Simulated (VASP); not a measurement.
Input of a VASP 6.6.1 run:

File INCAR:

```
SYSTEM = SnTe2
PREC = Accurate
ENCUT = 600
EDIFF = 1E-6
ISMEAR = 0
SIGMA = 0.1
LREAL = .FALSE.
LASPH = .TRUE.
NELM = 60
ALGO = Normal
ISIF = 3
LWAVE = .FALSE.
LCHARG = .FALSE.
GGA = PE
IVDW = 12
IBRION = 2
NSW = 100
EDIFFG = -0.01
```

KPOINTS

```
regular mesh
0
G
  12 12 4
  0 0 0
```

File POSCAR:

```
SnTe2
1.0
    4.2414803805      0.0000000000      0.0000000000
   -2.1207401903      3.6732297592      0.0000000000
    0.0000000000      0.0000000000     11.7844032305
Sn Te
2 4
Direct
    0.3333333333      0.6666666667      0.1195859600
    0.6666666667      0.3333333333      0.6195859600
    0.6666666667      0.3333333333      0.9733611851
    0.0000000000      0.0000000000      0.2728424049
    0.3333333333      0.6666666667      0.4733611851
    0.0000000000      0.0000000000      0.7728424049
```

Potentials or basis: VASP PAW PBE potentials, release 64 (Sn_d, Te).

Run with:

```console
$ cat potpaw_PBE.64/Sn_d/POTCAR potpaw_PBE.64/Te/POTCAR > POTCAR
$ mpirun -np 1 vasp_std > vasp.out
```

Q: Estimate the dispersion energy per atom.

A: -0.435 eV.

Q: Predict the relaxed volume.

A: 30.44 Å³/atom.

Q: Estimate the relaxed cell.

A: a = 4.192 Å, b = 4.192 Å, c = 12.001 Å, α = 90.00°, β = 90.00°, γ = 120.00°.

Q: Predict the band gap on the k mesh.

A: Zero (bands 26 and 27 overlap by 0.62 eV).

The path:
```csv
step,energy change (eV),largest force (eV/Å),pressure (GPa),volume (Å³)
1,0.0000,0.0274,-0.15,183.60
2,-0.0058,0.0230,0.02,182.85
3,-0.0091,0.0331,0.21,181.85
4,-0.0092,0.0363,0.25,181.66
5,-0.0099,0.0593,-0.18,182.98
6,-0.0102,0.0513,-0.01,182.52
7,-0.0102,0.0517,-0.04,182.56
8,-0.0107,0.0369,-0.04,182.60
9,-0.0112,0.0181,-0.03,182.68
10,-0.0108,0.0391,0.01,182.84
11,-0.0112,0.0126,0.01,182.73
12,-0.0112,0.0149,-0.01,182.74
13,-0.0112,0.0124,-0.01,182.73
14,-0.0113,0.0019,0.02,182.65
```

Caveat: semilocal functionals underestimate gaps, so a narrow gap can read as zero; spin-orbit coupling is left out, which moves the levels of the heavy elements.
